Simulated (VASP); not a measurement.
The system is GaAs (drp).

```
Ga As
1.0
     0.00000    2.87509    2.87509
     2.87509    0.00000    2.87509
     2.87509    2.87509    0.00000
Ga As
1 1
Direct
  0.00000 0.00000 0.00000
  0.75000 0.75000 0.75000
```

- Program: VASP 6.6.1
- Task: relaxation of cell and atoms
- Functional: RPBE
- Potentials or basis: VASP PAW PBE potentials, release 64 (Ga_d, As)
- Cutoff: 600 eV
- k mesh: 10 × 10 × 10
- Occupations: gaussian, width 0.01 eV
- Spin: no spin polarisation

At the start: pressure 1.8 GPa; volume 23.77 Å³/atom.

Q: How do energy, volume and symmetry change on relaxing?

A: Over 3 steps the energy falls by 3.9 meV/atom and the volume is 24.50 Å³/atom (+3.1 %); space group F-43m (No. 216, to 0.05 Å).

Step by step:
| step | energy change (eV) | largest force (eV/Å) | pressure (GPa) | volume (Å³) |
| --- | --- | --- | --- | --- |
| 1 | 0.0000 | 0.0000 | 1.78 | 47.53 |
| 2 | -0.0072 | 0.0000 | -0.34 | 49.37 |
| 3 | -0.0077 | 0.0000 | 0.01 | 49.00 |

Final structure:
```
Ga As
1.0
     0.00000    2.90441    2.90441
     2.90441    0.00000    2.90441
     2.90441    2.90441    0.00000
Ga As
1 1
Direct
  0.00000 0.00000 0.00000
  0.75000 0.75000 0.75000
```

Caveat: the PAW data sets were made with another functional, which shifts forces and pressure a little.
